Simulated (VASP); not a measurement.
# Ta2H3 (Pm-3m) in VASP: further runs

The runs below take Ta2H3 through single point, relaxation of cell and atoms, with PBE.

All numbers are computed with VASP 6.6.1; they aren't measurements. Logs are shortened: lines on timing, memory, paths and dates and some standing lists are left out, and cuts for length are marked.

### Step 1. The cell of the first run

The structure is cubic, space group Pm-3m (No. 221). Conventional cell: a = 3.572 Å, b = 3.572 Å, c = 3.572 Å, α = 90.00°, β = 90.00°, γ = 90.00°. Ta (site symmetry m-3m) has 12 H at 2.53 Å and 8 Ta at 3.09 Å within 3.3 Å. Within 2.4 Å of Ta (site symmetry m-3m) lie 6 H at 1.79 Å. Within 2.4 Å of H (site symmetry 4/mmm) lie 2 Ta at 1.79 Å.

### Step 2. Single point, PBE

Contents of INCAR:

```
SYSTEM = Ta2H3
ALGO = Normal
EDIFF = 1E-7
ENCUT = 520
GGA = PE
ISIF = 2
ISMEAR = 0
LASPH = .TRUE.
LCHARG = .TRUE.
LELF = .TRUE.
LREAL = .FALSE.
LVHAR = .TRUE.
LWAVE = .FALSE.
NBANDS = 20
NELM = 100
PREC = Accurate
SIGMA = 0.1
```

Contents of KPOINTS:

```
k-points
0
G
  4 4 4
  0 0 0
```

Contents of POSCAR:

```
Ta2H3
1.0
    3.5718973333      0.0000000000      0.0000000000
    0.0000000000      3.5718973333      0.0000000000
    0.0000000000      0.0000000000      3.5718973333
Ta H
2 3
Direct
    0.5000000000      0.5000000000      0.5000000000
    0.0000000000      0.0000000000      0.0000000000
    0.5000000000      0.0000000000      0.0000000000
    0.0000000000      0.5000000000      0.0000000000
    0.0000000000      0.0000000000      0.5000000000
```

Potentials or basis: VASP PAW PBE potentials, release 64 (Ta_pv, H).

Launch:

```bash
$ cat potpaw_PBE.64/Ta_pv/POTCAR potpaw_PBE.64/H/POTCAR > POTCAR
$ mpirun -np 1 vasp_std > vasp.out
```

OUTCAR:

```text
SYSTEM = Ta2H3
   EDIFF = 1E-7
   ENCUT = 520
   GGA = PE
   ISIF = 2
   ISMEAR = 0
   LASPH = .TRUE.
   LREAL = .FALSE.
   NELM = 100
   PREC = Accurate

 ion  position               nearest neighbor table
   1  0.500  0.500  0.500-   2 3.09   2 3.09   2 3.09   2 3.09   2 3.09   2 3.09   2 3.09   2 3.09

   2  0.000  0.000  0.000-   3 1.79   4 1.79   5 1.79   5 1.79   4 1.79   3 1.79   1 3.09   1 3.09
                             1 3.09   1 3.09   1 3.09   1 3.09   1 3.09   1 3.09
   3  0.500  0.000  0.000-   2 1.79   2 1.79
   4  0.000  0.500  0.000-   2 1.79   2 1.79
   5  0.000  0.000  0.500-   2 1.79   2 1.79

  LATTYP: Found a simple cubic cell.
 ALAT       =     3.5718973333

  Lattice vectors:

 A1 = (   3.5718973333,   0.0000000000,   0.0000000000)
 A2 = (   0.0000000000,   3.5718973333,   0.0000000000)
 A3 = (   0.0000000000,   0.0000000000,   3.5718973333)

Analysis of symmetry for initial positions (statically):
=====================================================================
 Subroutine PRICEL returns:
 Original cell was already a primitive cell.

 Routine SETGRP: Setting up the symmetry group for a
 simple cubic supercell.

 Subroutine GETGRP returns: Found 48 space group operations
 (whereof 48 operations were pure point group operations)
 out of a pool of 48 trial point group operations.

The static configuration has the point symmetry O_h .

Analysis of symmetry for dynamics (positions and initial velocities):
=====================================================================
 Subroutine PRICEL returns:
 Original cell was already a primitive cell.

 Routine SETGRP: Setting up the symmetry group for a
 simple cubic supercell.

 Subroutine GETGRP returns: Found 48 space group operations
 (whereof 48 operations were pure point group operations)
 out of a pool of 48 trial point group operations.

The dynamic configuration has the point symmetry O_h .

 Subroutine INISYM returns: Found 48 space group operations
 (whereof 48 operations are pure point group operations),
 and found     1 'primitive' translations

----------------------------------------------------------------------------------------

                                     Primitive cell

  volume of cell :      45.5719

[... 78 lines left out ...]
   NELM   =    100;   NELMIN=  2; NELMDL= -5     # of ELM steps
   EDIFF  = 0.1E-06   stopping-criterion for ELM
   LREAL  =      F    real-space projection
   EDIFFG = 0.1E-05   stopping-criterion for IOM
   NSW    =      0    number of steps for IOM
   IBRION =     -1    ionic relax: 0-MD 1-quasi-New 2-CG
   NFREE  =      0    steps in history (QN), initial steepest desc. (CG)
   ISIF   =      2    stress and relaxation
   ISYM   =      2    0-nonsym 1-usesym 2-fastsym
   POTIM  = 0.5000    time-step for ionic-motion
   TEBEG  =    0.0;   TEEND  =   0.0 temperature during run
   PSTRESS=    0.0 pullay stress
   NELECT =      25.0000    total number of electrons
   NUPDOWN=      -1.0000    fix difference up-down
   EMIN   =  10.00;   EMAX   =-10.00  energy-range for DOS
   EFERMI =   0.00;   METHOD = LEGACY
   ISMEAR =     0;   SIGMA  =   0.10  broadening in eV -4-tet -1-fermi 0-gaus
   EFERMI_NEDOS =   21; number of points for ismear=-14 and -15
   IALGO  =     38    algorithm
   IMIX   =      4    mixing-type and parameters
     AMIX     =   0.40;   BMIX     =  1.00
     AMIX_MAG =   1.60;   BMIX_MAG =  1.00
  volume/ion in A,a.u.               =       9.11        61.51
  Fermi-wavevector in a.u.,A,eV,Ry     =   1.340158  2.532531 24.436367  1.796022
  Thomas-Fermi vector in A             =   2.468493
   LORBIT       =      0    0 simple, 1 ext, 2 COOP (PROOUT), +10 PAW based schemes
   GGA     = PE    functional components
   LHFCALC =     F    Hartree Fock is set to
   AEXX    =    0.0000 exact exchange contribution
   IVDW    =     0    specifies the selected vdW correction
   LEPSILON=     F    determine dielectric tensor
   LRPA    =     F    only Hartree local field effects (RPA)
 non-spin polarized calculation
 Gauss-broadening in eV      SIGMA  =   0.10
  energy-cutoff  :      520.00
  volume of cell :       45.57
 maximum number of plane-waves:      1245
 NGX is ok and might be reduce to    28
   NGX = 13   NGY = 13   NGZ = 13

 number of electron      25.0000009 magnetization

 Free energy of the ion-electron system (eV)
  ---------------------------------------------------
  ext. energy  EPLUGINS =         0.00000000
  ---------------------------------------------------
  free energy    TOTEN  =       -32.17883871 eV

  energy without entropy =      -32.16823421  energy(sigma->0) =      -32.17353646

 E-fermi :   5.8080     XC(G=0): -12.1183

 val. band max:        5.7987931712   @ k =   0.2500   0.0000   0.0000
 cond. band min:       5.9980391801   @ k =   0.5000   0.2500   0.0000
 fundamental gap:      0.1992460089
 Fermi energy:         5.8079608427

 k-point     1 :       0.0000    0.0000    0.0000
  band No.  band energies     occupation
      1     -29.4286      2.00000
      2     -29.4286      2.00000
      3     -29.4286      2.00000
      4     -28.6192      2.00000
      5     -28.6192      2.00000
      6     -28.6192      2.00000
[... 219 lines left out ...]
     19       9.4170      0.00000
     20       9.4170      0.00000

------------------------ aborting loop because EDIFF is reached ----------------------------------------

  FORCE on cell =-STRESS in cart. coord.  units (eV):
  Direction    XX          YY          ZZ          XY          YZ          ZX
  --------------------------------------------------------------------------------------
  -------------------------------------------------------------------------------------
  Total        0.0191042      0.0191042      0.0191042      0.0000000      0.0000000     -0.0000000
  in kB        0.6716508      0.6716508      0.6716508      0.0000000      0.0000000     -0.0000000
  external PRESSURE =       0.6716508 kB  Pullay stress =       0.0000000 kB

 VOLUME and BASIS-vectors are now :
 -----------------------------------------------------------------------------
  energy-cutoff  :      520.00
  volume of cell :       45.57
      direct lattice vectors                 reciprocal lattice vectors
     3.571897333  0.000000000  0.000000000     0.279963254  0.000000000  0.000000000
     0.000000000  3.571897333  0.000000000     0.000000000  0.279963254  0.000000000
     0.000000000  0.000000000  3.571897333     0.000000000  0.000000000  0.279963254

 POSITION                                       TOTAL-FORCE (eV/Angst)
 -----------------------------------------------------------------------------------
      1.78595      1.78595      1.78595         0.000000      0.000000      0.000000
      0.00000      0.00000      0.00000         0.000000      0.000000      0.000000
      1.78595      0.00000      0.00000         0.000000      0.000000      0.000000
      0.00000      1.78595      0.00000         0.000000      0.000000      0.000000
      0.00000      0.00000      1.78595         0.000000      0.000000      0.000000
 -----------------------------------------------------------------------------------
    total drift:                                0.000000      0.000000      0.000000

  FREE ENERGIE OF THE ION-ELECTRON SYSTEM (eV)
  ---------------------------------------------------
  free  energy   TOTEN  =       -32.1788387123 eV

  energy  without entropy=      -32.1682342086  energy(sigma->0) =      -32.17353646
```

OSZICAR:

```text
N       E                     dE             d eps       ncg     rms          rms(c)
DAV:   1     0.182148180819E+03    0.18215E+03   -0.13461E+04   400   0.122E+03
DAV:   2    -0.287557494877E+02   -0.21090E+03   -0.20703E+03   480   0.354E+02
DAV:   3    -0.346118921985E+02   -0.58561E+01   -0.57302E+01   508   0.551E+01
DAV:   4    -0.346772499479E+02   -0.65358E-01   -0.64871E-01   464   0.506E+00
DAV:   5    -0.346777395267E+02   -0.48958E-03   -0.48954E-03   460   0.447E-01    0.243E+01
DAV:   6    -0.325880243060E+02    0.20897E+01   -0.63170E+00   448   0.153E+01    0.121E+01
DAV:   7    -0.322704267436E+02    0.31760E+00   -0.21506E+00   464   0.871E+00    0.424E+00
DAV:   8    -0.321809271590E+02    0.89500E-01   -0.47702E-01   456   0.603E+00    0.883E-01
DAV:   9    -0.321802923399E+02    0.63482E-03   -0.41741E-02   440   0.153E+00    0.218E-01
DAV:  10    -0.321788353720E+02    0.14570E-02   -0.70962E-03   488   0.595E-01    0.679E-02
DAV:  11    -0.321788414695E+02   -0.60975E-05   -0.25240E-04   440   0.126E-01    0.184E-02
DAV:  12    -0.321788399072E+02    0.15623E-05   -0.31702E-05   468   0.390E-02    0.884E-03
DAV:  13    -0.321788386214E+02    0.12857E-05   -0.44847E-06   464   0.134E-02    0.116E-03
DAV:  14    -0.321788387123E+02   -0.90820E-07   -0.11246E-07   320   0.263E-03
   1 F= -.32178839E+02 E0= -.32173536E+02  d E =-.106045E-01
```

stdout:

```text
POSCAR found type information on POSCAR TaH
 POSCAR found :  2 types and       5 ions
 scaLAPACK will be used
 LDA part: xc-table for (Slater+PW92), standard interpolation
 POSCAR, INCAR and KPOINTS ok, starting setup
 FFT: planning ... GRIDC
 FFT: planning ... GRID_SOFT
 FFT: planning ... GRID
 WAVECAR not read
 entering main loop
```

Wall time 27 s (1 thread of AMD EPYC, shared host); peak memory 0.12 GiB.

Results:

```
Free energy : -32.1788 eV
Pressure    : 0.1 GPa
```

Levels at points of the mesh, in eV from the Fermi level:
| k point | band 9 | band 10 | band 11 | band 12 | band 13 | band 14 | band 15 | band 16 |
| --- | --- | --- | --- | --- | --- | --- | --- | --- |
| (0.00, 0.00, 0.00) | -8.04 | -0.52 | -0.52 | -0.52 | 0.38 | 0.38 | 4.09 | 4.09 |
| (0.50, 0.00, 0.00) | -7.28 | -1.91 | -0.47 | -0.47 | -0.36 | -0.36 | 1.27 | 1.53 |
| (0.50, 0.50, 0.00) | -5.14 | -5.14 | -2.47 | -2.47 | 0.30 | 1.75 | 1.87 | 2.48 |
| (0.50, 0.50, 0.50) | -5.78 | -2.77 | -2.77 | -2.77 | 1.98 | 1.98 | 2.61 | 2.63 |

Caveat: the k points lie up to 0.44 Å⁻¹ apart; spin-orbit coupling is left out, which moves the levels of the heavy elements.

### Step 3. Relaxation of cell and atoms, PBE

This run uses another cell than the first one, of 12.66 Å³/atom, 1.389 times its volume.

Contents of INCAR:

```
ALGO = Normal ; EDIFF = 1E-6
EDIFFG = -0.04 ; ENCUT = 600
GGA = PE ; IBRION = 2
ISIF = 3 ; ISMEAR = 0
LASPH = True ; LCHARG = False
LREAL = False ; LWAVE = False
NELM = 80 ; NSW = 90
PREC = Accurate ; SIGMA = 0.1
```

Contents of KPOINTS:

```
k-points
0
Gamma
  4 4 4
```

Changes to POSCAR since step 2:

```diff
@@ -2,5 +2,5 @@
 1.0
-    3.5718973333      0.0000000000      0.0000000000
-    0.0000000000      3.5718973333      0.0000000000
-    0.0000000000      0.0000000000      3.5718973333
+    3.9850015200      0.0000000000      0.0000000000
+    0.0000000000      3.9850015200      0.0000000000
+    0.0000000000      0.0000000000      3.9850015200
 Ta H
```

Potentials or basis: VASP PAW PBE potentials, release 64 (Ta_pv, H).

Launch:

```bash
$ cat potpaw_PBE.64/Ta_pv/POTCAR potpaw_PBE.64/H/POTCAR > POTCAR
$ mpirun -np 1 vasp_std > vasp.out
```

Run time: 64 s. Hardware: 1 thread of AMD EPYC, shared host; peak memory 0.15 GiB.

It converged, with:

- Free energy: -32.1842 eV
- Relaxed volume: 9.12 Å³/atom
- Relaxed cell: a = 3.572 Å, b = 3.572 Å, c = 3.572 Å, α = 90.00°, β = 90.00°, γ = 90.00°
- Space group after relaxing (to 0.05 Å): Pm-3m (No. 221)
- Energy gained by relaxing: 429.0 meV/atom
- Ionic steps: 3
- Pressure after relaxing: 0.1 GPa

Step by step:
```csv
step,energy change (eV),largest force (eV/Å),pressure (GPa),volume (Å³)
1,0.0000,0.0000,-29.28,63.28
2,-2.1251,0.0000,5.27,44.37
3,-2.1452,0.0000,0.15,45.59
```

Final structure:
```cif
data_structure
_symmetry_space_group_name_H-M 'P 1'
_symmetry_Int_Tables_number 1
_cell_length_a 3.5724
_cell_length_b 3.5724
_cell_length_c 3.5724
_cell_angle_alpha 90.000
_cell_angle_beta 90.000
_cell_angle_gamma 90.000
_cell_volume 45.59
loop_
_atom_site_label
_atom_site_type_symbol
_atom_site_fract_x
_atom_site_fract_y
_atom_site_fract_z
_atom_site_occupancy
Ta1 Ta 0.50000 0.50000 0.50000 1
Ta2 Ta 0.00000 0.00000 0.00000 1
H1 H 0.50000 0.00000 0.00000 1
H2 H 0.00000 0.50000 0.00000 1
H3 H 0.00000 0.00000 0.50000 1
```

Levels at points of the mesh, in eV from the Fermi level:
| k point | band 8 | band 9 | band 10 | band 11 | band 12 | band 13 | band 14 | band 15 | band 16 |
| --- | --- | --- | --- | --- | --- | --- | --- | --- | --- |
| (0.00, 0.00, 0.00) | -8.03 | -8.03 | -0.52 | -0.52 | -0.52 | 0.38 | 0.38 | 4.09 | 4.09 |
| (0.50, 0.00, 0.00) | -7.29 | -7.28 | -1.91 | -0.47 | -0.47 | -0.36 | -0.36 | 1.27 | 1.53 |
| (0.50, 0.50, 0.00) | -5.22 | -5.14 | -5.14 | -2.47 | -2.47 | 0.30 | 1.75 | 1.86 | 2.48 |
| (0.50, 0.50, 0.50) | -5.78 | -5.78 | -2.77 | -2.77 | -2.77 | 1.98 | 1.98 | 2.61 | 2.63 |

Caveat: the k points lie up to 0.44 Å⁻¹ apart in the final cell; the volume moved by over 15 % at a fixed basis, so the end points are rough; spin-orbit coupling is left out, which moves the levels of the heavy elements.
